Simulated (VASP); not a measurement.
# InAs in VASP: single point with PBEsol

Aim: the single point of InAs with PBEsol.

Everything below comes from runs of VASP 6.6.1. Logs are shortened: lines on timing, memory, paths and dates and some standing lists are left out, and cuts for length are marked.

## 1. The cell of the first run

The cell holds a slab with vacuum, 12 atoms: a = 8.609 Å, b = 4.304 Å, c = 22.609 Å, α = 90.00°, β = 90.00°, γ = 90.00°.

## 2. Single point, PBEsol

INCAR reads:

```
  ALGO = Fast
  DIPOL = 0.5 0.5 0.499
  EDIFF = 1E-6
  ENCUT = 520
  GGA = PS
  IDIPOL = 3
  ISIF = 2
  ISMEAR = 0
  LASPH = True
  LCHARG = False
  LDIPOL = True
  LREAL = False
  LWAVE = False
  NBANDS = 66
  NELM = 80
  PREC = Accurate
  SIGMA = 0.1
```

KPOINTS reads:

```
k-points
0
Gamma
  4 8 1
```

POSCAR reads:

```
InAs
1.0
    8.6089768689      0.0000000000      0.0000000000
    0.0000000000      4.3044884345      0.0000000000
    0.0000000000      0.0000000000     22.6093324039
As In
6 6
Direct
    0.5000000000      0.5000000000      0.3317214266
    0.0000000000      0.5000000000      0.3317214266
    0.7500111107     -0.0000420283      0.4865441748
    0.2499942676     -0.0000278669      0.4643530426
    0.0366010652      0.4997064659      0.6172181712
    0.4633990847      0.4997093698      0.6172104995
    0.2500000000      0.5000000000      0.3990328560
    0.7500000000      0.5000000000      0.3990328560
    0.4677539149     -0.0002990310      0.5423057086
    0.0322585882     -0.0003021772      0.5423166482
    0.7500076866      0.4997433052      0.5779056049
    0.2500159119      0.9994832881      0.6735621839
```

Potentials or basis: VASP PAW PBE potentials, release 64 (As, In_d).

Command:

```console
$ cat potpaw_PBE.64/As/POTCAR potpaw_PBE.64/In_d/POTCAR > POTCAR
$ mpirun -np 1 vasp_std > vasp.out
```

OUTCAR:

```text
EDIFF = 1E-6
   ENCUT = 520
   GGA = PS
   ISIF = 2
   ISMEAR = 0
   LASPH = True
   LREAL = False
   NELM = 80
   PREC = Accurate

 ion  position               nearest neighbor table
   1  0.500  0.500  0.332-   7 2.64   8 2.64
   2  0.000  0.500  0.332-   7 2.64   8 2.64
   3  0.750  1.000  0.487-   9 2.74  10 2.74   8 2.92   8 2.92  11 2.98  11 2.98
   4  0.250  1.000  0.464-   9 2.57  10 2.57   7 2.61   7 2.61
   5  0.037  0.500  0.617-  11 2.62  10 2.74  10 2.74  12 3.10  12 3.10
   6  0.463  0.500  0.617-  11 2.62   9 2.74   9 2.74  12 3.10  12 3.10
   7  0.250  0.500  0.399-   4 2.61   4 2.61   1 2.64   2 2.64
   8  0.750  0.500  0.399-   1 2.64   2 2.64   3 2.92   3 2.92
   9  0.468  1.000  0.542-   4 2.57   3 2.74   6 2.74   6 2.74  11 3.34  11 3.34  12 3.51  10 3.75

  10  0.032  1.000  0.542-   4 2.57   3 2.74   5 2.74   5 2.74  11 3.34  11 3.34  12 3.51   9 3.75

  11  0.750  0.500  0.578-   5 2.62   6 2.62   3 2.98   3 2.98  10 3.34   9 3.34  10 3.34   9 3.34

  12  0.250  0.999  0.674-   6 3.10   5 3.10   6 3.10   5 3.10  10 3.51   9 3.51

  LATTYP: Found a simple orthorhombic cell.
 ALAT       =     4.3044884345
 B/A-ratio  =     2.0000000000
 C/A-ratio  =     5.2525016034

  Lattice vectors:

 A1 = (   0.0000000000,  -4.3044884345,   0.0000000000)
 A2 = (   8.6089768689,   0.0000000000,   0.0000000000)
 A3 = (   0.0000000000,   0.0000000000,  22.6093324039)

Analysis of symmetry for initial positions (statically):
=====================================================================
 Subroutine PRICEL returns:
 Original cell was already a primitive cell.

 Routine SETGRP: Setting up the symmetry group for a
 simple orthorhombic supercell.

 Subroutine GETGRP returns: Found  1 space group operations
 (whereof  1 operations were pure point group operations)
 out of a pool of  8 trial point group operations.

The static configuration has the point symmetry C_1 .

Analysis of symmetry for dynamics (positions and initial velocities):
=====================================================================
 Subroutine PRICEL returns:
 Original cell was already a primitive cell.

 Routine SETGRP: Setting up the symmetry group for a
 simple orthorhombic supercell.

 Subroutine GETGRP returns: Found  1 space group operations
 (whereof  1 operations were pure point group operations)
 out of a pool of  8 trial point group operations.

The dynamic configuration has the point symmetry C_1 .

 Subroutine INISYM returns: Found  1 space group operations
 (whereof  1 operations are pure point group operations),
 and found     1 'primitive' translations

----------------------------------------------------------------------------------------

                                     Primitive cell

  volume of cell :     837.8395

  direct lattice vectors                    reciprocal lattice vectors
     8.608976869  0.000000000  0.000000000     0.116157822  0.000000000  0.000000000
     0.000000000  4.304488434  0.000000000     0.000000000  0.232315643  0.000000000
     0.000000000  0.000000000 22.609332404     0.000000000  0.000000000  0.044229524

  length of vectors
     8.608976869  4.304488434 22.609332404     0.116157822  0.232315643  0.044229524

  position of ions in fractional coordinates (direct lattice)
     0.500000000  0.500000000  0.331721427
     0.000000000  0.500000000  0.331721427
     0.750011111  0.999957972  0.486544175
     0.249994268  0.999972133  0.464353043
     0.036601065  0.499706466  0.617218171
     0.463399085  0.499709370  0.617210499
     0.250000000  0.500000000  0.399032856
     0.750000000  0.500000000  0.399032856
     0.467753915  0.999700969  0.542305709
     0.032258588  0.999697823  0.542316648
     0.750007687  0.499743305  0.577905605
     0.250015912  0.999483288  0.673562184

  ion indices of the primitive-cell ions
   primitive index   ion index
                 1           1
                 2           2
                 3           3
                 4           4
                 5           5
                 6           6
                 7           7
                 8           8
                 9           9
                10          10
                11          11
                12          12

----------------------------------------------------------------------------------------

 KPOINTS: k-points

Automatic generation of k-mesh.
 Grid dimensions read from file:
 generate k-points for:    4    8    1

 Generating k-lattice:

  Cartesian coordinates                     Fractional coordinates (reciprocal lattice)
     0.029039455  0.000000000  0.000000000     0.250000000  0.000000000  0.000000000
     0.000000000  0.029039455  0.000000000     0.000000000  0.125000000  0.000000000
     0.000000000  0.000000000  0.044229524     0.000000000  0.000000000  1.000000000

  Length of vectors
     0.029039455  0.029039455  0.044229524

  Shift w.r.t. Gamma in fractional coordinates (k-lattice)
     0.000000000  0.000000000  0.000000000

 Subroutine IBZKPT returns following result:
 ===========================================

 Found     18 irreducible k-points:

 Following reciprocal coordinates:
            Coordinates               Weight
  0.000000  0.000000  0.000000      1.000000
  0.250000  0.000000  0.000000      2.000000
  0.500000  0.000000  0.000000      1.000000
  0.000000  0.125000  0.000000      2.000000
  0.250000  0.125000  0.000000      2.000000
 -0.250000  0.125000  0.000000      2.000000
[... 10 lines left out ...]
  0.250000  0.500000  0.000000      2.000000
  0.500000  0.500000  0.000000      1.000000
   k-points           NKPTS =     18   k-points in BZ     NKDIM =     18   number of bands    NBANDS=     66
   number of dos      NEDOS =    301   number of ions     NIONS =     12
   total plane-waves  NPLWV = 344064
   dimension x,y,z NGX =    64 NGY =   32 NGZ =  168
   dimension x,y,z NGXF=   128 NGYF=   64 NGZF=  336
   ions per type =               6   6
   NGX,Y,Z   is equivalent  to a cutoff of  12.36, 12.36, 12.35 a.u.
   NGXF,Y,Z  is equivalent  to a cutoff of  24.72, 24.72, 24.71 a.u.
 SYSTEM =  unknown system
   PREC   = accura    normal or accurate (medium, high low for compatibility)
   ISTART =      0    job   : 0-new  1-cont  2-samecut
   ICHARG =      2    charge: 1-file 2-atom 10-const
   ISPIN  =      1    spin polarized calculation?
   LNONCOLLINEAR =      F non collinear calculations
   LSORBIT =      F    spin-orbit coupling
   LASPH  =      T    aspherical Exc in radial PAW
   ENCUT  =  520.0 eV  38.22 Ry    6.18 a.u.  16.01  8.00 42.04*2*pi/ulx,y,z
   NELM   =     80;   NELMIN=  2; NELMDL= -5     # of ELM steps
   EDIFF  = 0.1E-05   stopping-criterion for ELM
   LREAL  =      F    real-space projection
   EDIFFG = 0.1E-04   stopping-criterion for IOM
   NSW    =      0    number of steps for IOM
   IBRION =     -1    ionic relax: 0-MD 1-quasi-New 2-CG
   NFREE  =      0    steps in history (QN), initial steepest desc. (CG)
   ISIF   =      2    stress and relaxation
   ISYM   =      2    0-nonsym 1-usesym 2-fastsym
   POTIM  = 0.5000    time-step for ionic-motion
   TEBEG  =    0.0;   TEEND  =   0.0 temperature during run
   PSTRESS=    0.0 pullay stress
   NELECT =     108.0000    total number of electrons
   NUPDOWN=      -1.0000    fix difference up-down
   EMIN   =  10.00;   EMAX   =-10.00  energy-range for DOS
   EFERMI =   0.00;   METHOD = LEGACY
   ISMEAR =     0;   SIGMA  =   0.10  broadening in eV -4-tet -1-fermi 0-gaus
   EFERMI_NEDOS =   21; number of points for ismear=-14 and -15
   IALGO  =     68    algorithm
   IMIX   =      4    mixing-type and parameters
     AMIX     =   0.40;   BMIX     =  1.00
     AMIX_MAG =   1.60;   BMIX_MAG =  1.00
  volume/ion in A,a.u.               =      69.82       471.17
  Fermi-wavevector in a.u.,A,eV,Ry     =   0.826982  1.562768  9.305003  0.683898
  Thomas-Fermi vector in A             =   1.939107
   LORBIT       =      0    0 simple, 1 ext, 2 COOP (PROOUT), +10 PAW based schemes
   GGA     = PS    functional components
   LHFCALC =     F    Hartree Fock is set to
   AEXX    =    0.0000 exact exchange contribution
   IVDW    =     0    specifies the selected vdW correction
   LEPSILON=     F    determine dielectric tensor
   LRPA    =     F    only Hartree local field effects (RPA)
 non-spin polarized calculation
 RMM-DIIS sequential band-by-band and
 Gauss-broadening in eV      SIGMA  =   0.10
  energy-cutoff  :      520.00
  volume of cell :      837.84
 maximum number of plane-waves:     22611
   NGX = 33   NGY = 17   NGZ = 85

 dipolmoment           0.000000      0.000000      0.067834 electrons x Angstroem

 number of electron     107.9999995 magnetization

 dipolmoment           0.000000      0.000000     -0.314645 electrons x Angstroem

 Free energy of the ion-electron system (eV)
  ---------------------------------------------------
  ext. energy  EPLUGINS =         0.00000000
  ---------------------------------------------------
  free energy    TOTEN  =       -45.55771856 eV

  energy without entropy =      -45.53892043  energy(sigma->0) =      -45.54831949

 E-fermi :  -1.2752     XC(G=0):  -4.3275

 val. band max:       -1.3131122944   @ k =   0.0000   0.0000   0.0000
 cond. band min:      -1.2386079327   @ k =   0.5000   0.2500   0.0000
 fundamental gap:      0.0745043617
 Fermi energy:        -1.2751960242

 k-point     1 :       0.0000    0.0000    0.0000
  band No.  band energies     occupation
      1     -16.0912      2.00000
      2     -15.9540      2.00000
      3     -15.9226      2.00000
      4     -15.9150      2.00000
      5     -15.9040      2.00000
      6     -15.8032      2.00000
[... 1231 lines left out ...]
     65       2.6826      0.00000
     66       2.9093      0.00000

------------------------ aborting loop because EDIFF is reached ----------------------------------------

 vacuum level on the upper side and lower side of the slab       (xc-potential included)        -0.787         0.684

  FORCE on cell =-STRESS in cart. coord.  units (eV):
  Direction    XX          YY          ZZ          XY          YZ          ZX
  --------------------------------------------------------------------------------------
  -------------------------------------------------------------------------------------
  Total       -1.0362941     -6.0585459     -0.8495601      0.0000109      0.0058741      0.0006289
  in kB       -1.9816766    -11.5855900     -1.6245903      0.0000208      0.0112329      0.0012026
  external PRESSURE =      -5.0639523 kB  Pullay stress =       0.0000000 kB

 VOLUME and BASIS-vectors are now :
 -----------------------------------------------------------------------------
  energy-cutoff  :      520.00
  volume of cell :      837.84
      direct lattice vectors                 reciprocal lattice vectors
     8.608976869  0.000000000  0.000000000     0.116157822  0.000000000  0.000000000
     0.000000000  4.304488434  0.000000000     0.000000000  0.232315643  0.000000000
     0.000000000  0.000000000 22.609332404     0.000000000  0.000000000  0.044229524

 POSITION                                       TOTAL-FORCE (eV/Angst)
 -----------------------------------------------------------------------------------
      4.30449      2.15224      7.50000         0.153222     -0.000138      0.306626
      0.00000      2.15224      7.50000        -0.153237     -0.000136      0.306532
      6.45683      4.30431     11.00044        -0.000128     -0.000007     -0.006402
      2.15219      4.30437     10.49871        -0.000022     -0.000060     -0.009289
      0.31510      2.15098     13.95489         0.017508      0.000111      0.019794
      3.98939      2.15099     13.95472        -0.017075      0.000099      0.019492
      2.15224      2.15224      9.02187        -0.000024     -0.000372     -0.496430
      6.45673      2.15224      9.02187         0.000061     -0.000340     -0.138367
      4.02688      4.30320     12.26117         0.000329      0.000090     -0.001075
      0.27771      4.30319     12.26142        -0.000210      0.000105     -0.001435
      6.45680      2.15114     13.06606        -0.000475      0.000302      0.001029
      2.15238      4.30226     15.22879         0.000050      0.000346     -0.000474
 -----------------------------------------------------------------------------------
    total drift:                                0.000005     -0.000196      0.003861

  FREE ENERGIE OF THE ION-ELECTRON SYSTEM (eV)
  ---------------------------------------------------
  free  energy   TOTEN  =       -45.5577185574 eV

  energy  without entropy=      -45.5389204265  energy(sigma->0) =      -45.54831949

 vacuum level on the upper side and lower side of the slab         2.874         4.397
```

Run time: 50 min. Hardware: 1 thread of Oxide Virtual Turin-like, shared host; peak memory 1.1 GiB.

Results:

- Free energy: -45.5577 eV
- Largest force: 0.496 eV/Å
- Band gap on the k mesh: zero (bands 54 and 55 overlap by 1.16 eV)

Forces on the atoms (eV/Å):
```
As   0.153  0.000  0.307
As  -0.153  0.000  0.307
As   0.000  0.000 -0.006
As   0.000  0.000 -0.009
As   0.018  0.000  0.020
As  -0.017  0.000  0.019
In   0.000  0.000 -0.496
In   0.000  0.000 -0.138
In   0.000  0.000 -0.001
In   0.000  0.000 -0.001
In   0.000  0.000  0.001
In   0.000  0.000  0.000
```

Caveat: the PAW data sets were made with another functional, which shifts forces and pressure a little; spin-orbit coupling is left out, which moves the levels of the heavy elements.
